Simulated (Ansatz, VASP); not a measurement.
**Al3Cu: VASP beside Ansatz**

```
Al Cu
1.0
     3.85488    0.00000    0.00000
     0.00000    3.85488    0.00000
     0.00000    0.00000    3.85488
Al Cu
3 1
Direct
  0.00000 0.47813 0.50000
  0.50000 0.00000 0.50000
  0.50000 0.52187 0.00000
  0.00000 0.00000 0.00000
```

Change from the starting cell: mode 8 frozen in at -0.084 Å, strain +e along z and -e/2 along x and y +0.0000.

Alike in both runs: task single point; functional LDA; k mesh 10 × 10 × 10; occupations gaussian, width 0.15 eV; no spin polarisation.

|  | VASP | Ansatz |
| --- | --- | --- |
| version | VASP 6.6.1 | Ansatz 0.2.0 |
| potentials or method | VASP PAW LDA potentials, release 64 (Al, Cu), cutoff 520 eV | scalar-relativistic, plane waves, PAW |
| valence electrons in the cell | 20 | 28 |

VASP gave:

* gap on the k mesh at the Fermi level (eV): none
* pressure (GPa): 0.5
* traceless stress, the component that is largest in VASP (GPa): 0.14
* rms of the force components (eV/Å): 0.165

Task: Which values does Ansatz return?

Result: gap on the k mesh at the Fermi level (eV): none; pressure (GPa): 0.4; traceless stress, the component that is largest in VASP (GPa): 0.15; rms of the force components (eV/Å): 0.163.

Ansatz warns that its potentials were made for another functional, while VASP's fit it. LDA's correlation is that of Perdew and Zunger in VASP and of Perdew and Wang (1992) in Ansatz. Atom by atom the forces differ by 0.002 eV/Å (rms over components). A gap of «none» marks a metal or a gap that the smearing closes. VASP's potentials hold 20 valence electrons a cell and Ansatz's 28, so a difference there can come from the potentials and not from the codes.
